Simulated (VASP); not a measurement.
Runs of VASP 6.6.1 on BeS. The structure is that of space group F-43m (No. 216), or close to it. The cells are those of the table. 

```csv
level,cell,gap on the mesh (eV),pressure (GPa)
revPBE,"a = 3.429 Å, angles 60.0°, 2 atoms",3.19,(b)
revPBE,"a = 3.424 Å, angles 60.0°, 2 atoms",(c),3.9
PBEsol,"a = 3.398 Å, angles 60.0°, 2 atoms",2.86,2.2
PBEsol,"a = 3.429 Å, angles 60.0°, 2 atoms",2.93,-0.5
BLYP+D3(BJ),"a = 3.406 Å, angles 60.0°, 2 atoms",(a),-1.4
PBE+D4,"a = 3.414 Å, angles 60.0°, 2 atoms",3.08,0.0
PBEsol,"a = 3.444 Å, angles 60.0°, 2 atoms",2.96,-1.7
revPBE,"a = 3.471 Å, angles 60.0°, 2 atoms",3.27,0.0
```

Alike in all rows: task single point; potentials or basis VASP PAW PBE potentials, release 64 (Be, S); no spin polarisation; k mesh 8 × 8 × 8; cutoff (eV) 600; smearing gaussian 0.05 eV.

Task: Fill in the values left out.

Result: (a) 3.36; (b) 3.4; (c) 3.18.

Caveats: the PAW data sets were made with another functional, which shifts forces and pressure a little (some runs).

A k mesh can miss the band edges.
